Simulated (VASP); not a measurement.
A run of VASP 6.6.1:

The input INCAR:

```
SYSTEM = CuI
PREC     = Accurate       ! precision mode
ENCUT    = 600            ! plane-wave cutoff, eV
EDIFF    = 1E-6           ! SCF threshold, eV
ISMEAR   = 0              ! smearing method
SIGMA    = 0.01           ! smearing width, eV
LREAL    = .False.        ! projectors in reciprocal space
LASPH    = .True.         ! aspherical terms in the spheres
NELM     = 100            ! most SCF steps
ALGO     = Normal         ! electronic algorithm
ISIF     = 3              ! what is computed and relaxed
LWAVE    = .False.        ! write WAVECAR
LCHARG   = .False.        ! write CHGCAR
GGA      = PS             ! functional
IBRION   = 2              ! ionic algorithm
NSW      = 100            ! ionic steps
EDIFFG   = -0.002         ! ionic threshold
PSTRESS  = 20.0
```

The input KPOINTS:

```
regular mesh
0
Gamma
  6 6 6
  0 0 0
```

POSCAR

```
CuI
1.0
    2.9695406952      2.9695406952      0.0000000000
   -2.9695406952      2.9695406952      0.0000000000
    0.0000000000      2.9695406952      2.9695406952
Cu I
1 1
Direct
    0.7500000000      0.2500000000      0.5000000000
    0.0000000000      0.0000000000      0.0000000000
```

Potentials or basis: VASP PAW PBE potentials, release 64 (Cu, I).

Launch:

```bash
$ cat potpaw_PBE.64/Cu/POTCAR potpaw_PBE.64/I/POTCAR > POTCAR
$ mpirun -np 1 vasp_std > vasp.out
```

Hardware: 1 thread of Intel Xeon 8259CL, with other jobs on the host.

Task: Estimate the wall time of this run.

Result: Wall time 71 s on 1 thread of Intel Xeon 8259CL, on a shared host, peak memory 0.21 GiB. Counts: scf iterations 42, k points 16, ion steps 5.
